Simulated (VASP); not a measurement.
BaO:

```
CELL_PARAMETERS angstrom
0.00000 2.77199 2.77199
2.77199 0.00000 2.77199
2.77199 2.77199 0.00000
ATOMIC_POSITIONS crystal
Ba 0.50000 0.50000 0.50000
O 0.00000 0.00000 0.00000
```

Base run:

| Item | Value |
| --- | --- |
| Program | VASP 6.6.1 |
| Functional | RPBE |
| Potentials or basis | VASP PAW PBE potentials, release 64 (Ba_sv, O) |
| Cutoff | 600 eV |
| k mesh | 8 × 8 × 8 |
| Occupations | gaussian, width 0.05 eV |
| Spin | no spin polarisation |

Its results: band gap on the k mesh 2.10 eV, direct; pressure 5.2 GPa.

The run is repeated on the same cell with these changes: functional from RPBE to r2SCAN; cutoff from 600 eV to 660 eV. What comes out?

Band gap on the k mesh 2.32 eV, direct; pressure 1.6 GPa.

r2SCAN gives the wider gap, since meta-GGAs in the generalised Kohn-Sham scheme recover part of the derivative discontinuity.

Caveats: the PAW data sets were made with another functional, which shifts forces and pressure a little; spin-orbit coupling is left out, which moves the levels of the heavy elements.

A k mesh can miss the band edges.
